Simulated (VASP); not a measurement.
A run of VASP 6.6.1 is set up as follows.

The input INCAR:

```
SYSTEM = Li
  ALGO = Normal
  EDIFF = 1E-7
  ENCUT = 520
  GGA = RE
  ISIF = 2
  ISMEAR = -1
  LASPH = .True.
  LCHARG = .False.
  LREAL = .False.
  LWAVE = .False.
  NBANDS = 12
  NELM = 80
  PREC = Accurate
  SIGMA = 0.1
```

The input KPOINTS:

```
k-points
0
Gamma
  10 10 14
  0 0 0
```

File POSCAR:

```
Li
1.0
    5.0003287299      0.0000000000      0.0000000000
   -2.5001643649      4.3304117074      0.0000000000
    0.0000000000      0.0000000000      2.9336315798
Li
3
Direct
    0.0000000000      0.0000000000      1.0000000000
    0.3333333333      0.6666666667      0.5000000000
    0.6666666667      0.3333333333      0.5000000000
```

Potentials or basis: VASP PAW PBE potentials, release 64 (Li_sv).

Launch:

```bash
$ cat potpaw_PBE.64/Li_sv/POTCAR > POTCAR
$ mpirun -np 1 vasp_std > vasp.out
```

Task: What does it give for the band gap on the k mesh?

Result: Zero (an odd number of electrons rules out a gap without spin polarisation).
